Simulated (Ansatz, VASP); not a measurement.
KF: VASP beside Ansatz

Contents of POSCAR:

```
KF
1.0
    0.0000000000      2.6735000000      2.6735000000
    2.6735000000      0.0000000000      2.6735000000
    2.6735000000      2.6735000000      0.0000000000
K F
1 1
Direct
    0.0000000000      0.0000000000      0.0000000000
    0.4649336076      0.5350663924      0.5350663924
```

File INCAR.step1:

```
ALGO = Normal
EDIFF = 1E-4
ENCUT = 520
GGA = PE
ISMEAR = 0
LASPH = T
LCHARG = F
LREAL = F
LWAVE = T
NBANDS = 15
NELM = 100
PREC = Accurate
SIGMA = 0.05
```

File INCAR.step2:

```
ALGO = Normal
EDIFF = 1E-7
ENCUT = 520
ISIF = 2
ISMEAR = 0
ISTART = 1
LASPH = T
LCHARG = T
LELF = T
LMIXTAU = T
LREAL = F
LVHAR = T
LWAVE = F
METAGGA = R2SCAN
NBANDS = 15
NELM = 100
PREC = Accurate
SIGMA = 0.05
```

KPOINTS

```
k-points
0
Gamma
  8 8 8
```

Input for Ansatz:

```yaml
crystal:
  lattice:
    - [0.0, 2.6735, 2.6735]
    - [2.6735, 0.0, 2.6735]
    - [2.6735, 2.6735, 0.0]
  atoms:
    - { symbol: K, position: [0.0, 0.0, 0.0] }
    - { symbol: F, position: [0.4649336076, 0.5350663924, 0.5350663924] }
basis:
  ecutwfc: 500
kpoints:
  mp_grid: { grid: [8, 8, 8] }
hamiltonian:
  xc: r2scan
scf:
  occupations: { method: gaussian, width: 0.05 }
output:
  forces: true
  stress: true
  eigenvalues: true
```

Change from the starting cell: all F atoms moved +0.188 Å, as atom 2 along Cartesian [1 0 0].

Alike in both runs: task single point; functional r2SCAN; k mesh 8 × 8 × 8; occupations gaussian, width 0.05 eV; no spin polarisation.

```csv
,VASP,Ansatz
version,VASP 6.6.1,Ansatz 0.2.0
potentials or method,"VASP PAW PBE potentials, release 64 (K_sv, F), cutoff 520 eV","scalar-relativistic, plane waves, PAW"
valence electrons in the cell,16,16
```

```csv
,VASP,Ansatz,Ansatz less VASP
gap on the k mesh at the Fermi level (eV),6.82,6.82,+0.001
least direct gap on the mesh (eV),6.82,6.82,+0.001
pressure (GPa),0.0,0.0,+0.02
"traceless stress, the component that is largest in VASP (GPa)",1.35,1.30,-0.053
rms of the force components (eV/Å),0.214,0.206,-0.0085
```

VASP's potentials were made for PBE, not for r2SCAN. Atom by atom the forces differ by 0.009 eV/Å (rms over components). The functional is the same, so the differences come from potentials, cutoffs and numerics.
